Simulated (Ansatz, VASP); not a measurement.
# Two plane-wave programs on Pb

The input POSCAR:

```
Pb
1.0
    3.7487171046      0.0000000000      0.0000000000
   -1.8743585523      3.2464842441      0.0000000000
    0.0000000000      0.0000000000      4.8173159669
Pb
2
Direct
    0.3333333333      0.6666666667      0.2500000000
    0.6666666667      0.3333333333      0.7500000000
```

File INCAR.step1:

```
SYSTEM = Pb
PREC = Accurate
ENCUT = 520
ISMEAR = 0
SIGMA = 0.15
LREAL = .FALSE.
LASPH = .TRUE.
NELM = 100
NBANDS = 21
GGA = PE
ALGO = Normal
EDIFF = 1E-4
LWAVE = .TRUE.
LCHARG = .FALSE.
```

Contents of INCAR.step2:

```
SYSTEM = Pb
PREC = Accurate
ENCUT = 520
EDIFF = 1E-7
ISMEAR = 0
SIGMA = 0.15
LREAL = .FALSE.
LASPH = .TRUE.
NELM = 100
ALGO = Normal
ISIF = 2
LWAVE = .FALSE.
LCHARG = .FALSE.
METAGGA = R2SCAN
LMIXTAU = .TRUE.
NBANDS = 21
ISTART = 1
```

The input KPOINTS:

```
Automatic mesh
0
G
  18 18 10
  0 0 0
```

Input for Ansatz:

```yaml
crystal:
  lattice:
    - [3.7487171046, 0.0, 0.0]
    - [-1.8743585523, 3.2464842441, 0.0]
    - [0.0, 0.0, 4.8173159669]
  atoms:
    - { symbol: Pb, position: [0.3333333333, 0.6666666667, 0.25] }
    - { symbol: Pb, position: [0.6666666667, 0.3333333333, 0.75] }
basis:
  ecutwfc: 500
kpoints:
  mp_grid: { grid: [18, 18, 10] }
hamiltonian:
  xc: r2scan
scf:
  occupations: { method: gaussian, width: 0.15 }
output:
  forces: true
  stress: true
  eigenvalues: true
  write_density: true
  write_potential: true
  elf: true
  volumetric_format: npy
```

Alike in both runs: task single point; functional r2SCAN; k mesh 18 × 18 × 10; occupations gaussian, width 0.15 eV; no spin polarisation.

|  | VASP | Ansatz |
| --- | --- | --- |
| version | VASP 6.6.1 | Ansatz 0.2.0 |
| potentials or method | VASP PAW PBE potentials, release 64 (Pb_d), cutoff 520 eV | scalar-relativistic, plane waves, PAW |
| valence electrons in the cell | 28 | 28 |

Ansatz gave:

| Item | Value |
| --- | --- |
| gap on the k mesh at the Fermi level (eV) | none |
| pressure (GPa) | 4.9 |
| traceless stress, the component that is largest in VASP (GPa) | 2.65 |

**Question.** What did VASP give for the same quantities?

**Answer.** gap on the k mesh at the Fermi level (eV): none; pressure (GPa): 4.9; traceless stress, the component that is largest in VASP (GPa): 2.68.

VASP's potentials were made for PBE, not for r2SCAN. A gap of «none» marks a metal or a gap that the smearing closes.

Neither program's run includes spin-orbit coupling.
